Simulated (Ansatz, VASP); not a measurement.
**P3C in VASP and in Ansatz**

```
P C
1.0
    -2.28491    2.28491    2.28491
     2.28491   -2.28491    2.28491
     2.28491    2.28491   -2.28491
P C
3 1
Direct
  0.00000 0.50000 0.50000
  0.50000 0.00000 0.50000
  0.50000 0.50000 0.00000
  0.00000 0.00000 0.00000
```

Change from the starting cell: species swapped into the Sb3Au type (Im-3m, No. 229).

Alike in both runs: functional PBE; k mesh 14 × 14 × 14; occupations gaussian, width 0.1 eV; no spin polarisation.

Ansatz relaxed the structure, and its values are those at the end. VASP's run is a single point on that final structure, the one shown.

```csv
,VASP,Ansatz
version,VASP 6.6.1,Ansatz 0.2.0
potentials or method,"VASP PAW PBE potentials, release 64 (P, C), cutoff 600 eV","scalar-relativistic, plane waves, PAW"
valence electrons in the cell,19,19
```

```csv
,VASP,Ansatz,Ansatz less VASP
gap on the k mesh at the Fermi level (eV),none,none,-
pressure (GPa),-0.3,0.0,+0.33
```

A gap of «none» marks a metal or a gap that the smearing closes.
